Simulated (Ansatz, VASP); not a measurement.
## MgBPS4: VASP beside Ansatz

```xyz
7
Lattice="0.0000 4.6551 4.6551 4.6551 0.0000 4.6551 4.6551 4.6551 0.0000" Properties=species:S:1:pos:R:3 pbc="T T T"
Mg    6.9827    6.9827    6.9827
B     2.3276    2.3276    2.3276
P     4.6551    4.6551    4.6551
S     5.8694    3.4409    5.8694
S     3.4409    3.4409    3.4409
S     3.4409    5.8694    5.8694
S     5.8694    5.8694    3.4409
```

Alike in both runs: functional PBE; k mesh 4 × 4 × 4; occupations gaussian, width 0.1 eV; no spin polarisation.

Ansatz relaxed the structure, and its values are those at the end. VASP's run is a single point on that final structure, the one shown.

|  | VASP | Ansatz |
| --- | --- | --- |
| version | VASP 6.6.1 | Ansatz 0.2.0 |
| potentials or method | VASP PAW PBE potentials, release 64 (Mg, B, P, S), cutoff 520 eV | scalar-relativistic, plane waves, PAW |
| valence electrons in the cell | 34 | 42 |

Ansatz gave:

* gap on the k mesh at the Fermi level (eV): none
* pressure (GPa): 0.2
* rms of the force components (eV/Å): 0.027

Question: What did VASP give for the same quantities?

Answer: gap on the k mesh at the Fermi level (eV): none; pressure (GPa): 0.0; rms of the force components (eV/Å): 0.010.

A gap of «none» marks a metal or a gap that the smearing closes. The functional is the same, so the differences come from potentials, cutoffs and numerics. VASP's potentials hold 34 valence electrons a cell and Ansatz's 42, so a difference there can come from the potentials and not from the codes.
